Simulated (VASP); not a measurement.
Input of a VASP 6.6.1 run:

Contents of INCAR:

```
  ALGO = Normal
  EDIFF = 1E-7
  ENCUT = 520
  ISIF = 2
  ISMEAR = 0
  LASPH = T
  LCHARG = F
  LREAL = F
  LWAVE = F
  NBANDS = 44
  NELM = 80
  PREC = Accurate
  SIGMA = 0.02
```

KPOINTS

```
k-points
0
Gamma
  6 6 6
```

File POSCAR:

```
SiO2
1.0
   -4.4553296906      4.4553296906      2.6073622167
    4.4553296906     -4.4553296906      2.6073622167
    4.4553296906      4.4553296906     -2.6073622167
Si O
4 8
Direct
    0.1769371919      0.1769371919      0.3538743837
    0.8230628081      0.1769371919      0.0000000000
    0.1769371919      0.8230628081      0.0000000000
    0.8230628081      0.8230628081      0.6461256163
    0.5000000000      0.5000000000      0.5000000000
    0.0000000000      0.5000000000      0.0000000000
    0.5000000000      0.0000000000      0.0000000000
    0.0000000000      0.0000000000      0.5000000000
    0.0000000000      0.2089418893      0.2089418893
    0.7910581107      0.0000000000      0.7910581107
    0.2089418893      0.0000000000      0.2089418893
    0.0000000000      0.7910581107      0.7910581107
```

Potentials or basis: VASP PAW LDA potentials, release 64 (Si, O).

The run is started by

```sh
$ cat potpaw_LDA.64/Si/POTCAR potpaw_LDA.64/O/POTCAR > POTCAR
$ mpirun -np 1 vasp_std > vasp.out
```

(1) Estimate the largest force.

(2) Estimate the band gap on the k mesh.

Answers

(1) 0.031 eV/Å.

(2) 5.34 eV.
